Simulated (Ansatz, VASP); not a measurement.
## Ca2SiSe6 in VASP and in Ansatz

```
CELL_PARAMETERS angstrom
-2.74326 6.11060 4.30728
2.74326 -6.11060 4.30728
2.74326 6.11060 -4.30728
ATOMIC_POSITIONS crystal
Ca 0.85605 0.00000 0.85605
Ca 0.14395 0.00000 0.14395
Si 0.00000 0.50000 0.50000
Se 0.00000 0.50000 0.00000
Se 0.50000 0.50000 0.50000
Se 0.50000 0.00000 0.00000
Se 0.00000 0.00000 0.50000
Se 0.40900 0.00000 0.40900
Se 0.59100 0.00000 0.59100
```

Alike in both runs: functional PBE; k mesh 4 × 4 × 4; occupations gaussian, width 0.1 eV; no spin polarisation.

Ansatz relaxed the structure, and its values are those at the end. VASP's run is a single point on that final structure, the one shown.

```csv
,VASP,Ansatz
version,VASP 6.6.1,Ansatz 0.2.0
potentials or method,"VASP PAW PBE potentials, release 64 (Ca_sv, Si, Se), cutoff 520 eV","scalar-relativistic, plane waves, PAW"
valence electrons in the cell,60,120
```

|  | VASP | Ansatz | Ansatz less VASP |
| --- | --- | --- | --- |
| gap on the k mesh at the Fermi level (eV) | none | none | - |
| pressure (GPa) | 0.0 | -0.1 | -0.08 |
| rms of the force components (eV/Å) | 0.004 | 0.010 | +0.0058 |

A gap of «none» marks a metal or a gap that the smearing closes. With one functional, cell and mesh, what is left measures potentials, basis and numerics. VASP's potentials hold 60 valence electrons a cell and Ansatz's 120, so a difference there can come from the potentials and not from the codes.
